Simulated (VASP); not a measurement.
Cu:

```
CELL_PARAMETERS angstrom
0.00000 1.80750 1.80750
1.80750 0.00000 1.80750
1.80750 1.80750 0.00000
ATOMIC_POSITIONS crystal
Cu 0.00000 0.00000 0.00000
```

Program: VASP 6.6.1. Alike in all runs: task single point; potentials or basis VASP PAW PBE potentials, release 64 (Cu); no spin polarisation; cell as given; k mesh 14 × 14 × 14; smearing methfessel-paxton 0.05 eV.

Task: Order these runs on this cell by their pressure, lowest first.
A. level PBE; cutoff (eV) 600
B. level BLYP; cutoff (eV) 600
C. level r2SCAN; cutoff (eV) 660

Result: C (-4.3 GPa), A (2.4 GPa), B (10.6 GPa).

Caveats: the PAW data sets were made with another functional, which shifts forces and pressure a little (at least some runs); the cell stands under tension (at least some runs); the cell stands under pressure (at least some runs).
